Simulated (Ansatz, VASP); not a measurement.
Given: the input of a run of Ansatz 0.2.0 on InSb3.

The input input.yaml:

```yaml
crystal:
  lattice:
    - [4.806367, 0.0, 0.0]
    - [0.0, 4.806367, 0.0]
    - [0.0, 0.0, 4.806367]
  atoms:
    - { symbol: Sb, position: [0.5, 0.5, 0.0] }
    - { symbol: Sb, position: [0.0, 0.5, 0.5] }
    - { symbol: Sb, position: [0.5, 0.0, 0.5] }
    - { symbol: In, position: [0.0, 0.0, 0.0] }
hamiltonian:
  xc: { exchange: pbe, correlation: pbe, exx: { coeff: 0.3, omega: 0.2 } }
  pseudopotentials: { kind: paw }
kpoints:
  mp_grid: { grid: [3, 3, 3] }
scf:
  occupations: { method: fermi_dirac, width: 0.05 }
output:
  forces: true
  stress: true
  eigenvalues: true
```

Potentials or basis: Ansatz PAW.

Run with:

```bash
$ ansatz run input.yaml --threads 2 --pin off --max-ram 5632MiB --backend cpu --events-out ev --progress --plain --runs-dir out
```

Question: Translate it to VASP 6.6.1. Potentials there: VASP PAW PBE potentials, release 64 (Sb, In_d).

Answer: As run (the cutoff follows the program's own potentials):

POSCAR

```
InSb3
1.0
    4.8063670000      0.0000000000      0.0000000000
    0.0000000000      4.8063670000      0.0000000000
    0.0000000000      0.0000000000      4.8063670000
Sb In
3 1
Direct
    0.5000000000      0.5000000000      0.0000000000
    0.0000000000      0.5000000000      0.5000000000
    0.5000000000      0.0000000000      0.5000000000
    0.0000000000      0.0000000000      0.0000000000
```

Contents of INCAR.step1:

```
SYSTEM = InSb3
PREC = Accurate ; ENCUT = 520
EDIFF = 1E-5 ; ISMEAR = -1
SIGMA = 0.05 ; LREAL = .False.
LASPH = .True. ; NELM = 60
ALGO = Normal ; ISIF = 2
LWAVE = .True. ; LCHARG = .False.
NBANDS = 22 ; GGA = PE
```

File INCAR.step2:

```
SYSTEM = InSb3
PREC = Accurate ; ENCUT = 520
EDIFF = 1E-7 ; ISMEAR = -1
SIGMA = 0.05 ; LREAL = .False.
LASPH = .True. ; NELM = 60
ALGO = Normal ; ISIF = 2
LWAVE = .False. ; LCHARG = .False.
GGA = PE ; LHFCALC = .True.
AEXX = 0.3 ; HFSCREEN = 0.2
PRECFOCK = Normal ; NBANDS = 22
ISTART = 1
```

File KPOINTS:

```
regular mesh
0
Gamma
  3 3 3
  0 0 0
```

Potentials or basis: VASP PAW PBE potentials, release 64 (Sb, In_d).

The run is started by

```console
$ cat potpaw_PBE.64/Sb/POTCAR potpaw_PBE.64/In_d/POTCAR > POTCAR
$ cp INCAR.step1 INCAR
$ mpirun -np 1 vasp_std > vasp.out
$ cp INCAR.step2 INCAR
$ mpirun -np 1 vasp_std > vasp.out
```

Both were run:

|  | VASP | Ansatz | Ansatz less VASP |
| --- | --- | --- | --- |
| gap on the k mesh at the Fermi level (eV) | none | none | - |
| pressure (GPa) | -3.6 | -2.7 | +0.90 |

VASP's potentials were made for PBE, not for PBE-based screened hybrid. A gap of «none» marks a metal or a gap that the smearing closes. With one functional, cell and mesh, what is left measures potentials, basis and numerics. VASP's potentials hold 28 valence electrons a cell and Ansatz's 58, so a difference there can come from the potentials and not from the codes.

The k mesh is coarse, so the values compare programs but aren't converged. Neither program's run includes spin-orbit coupling.
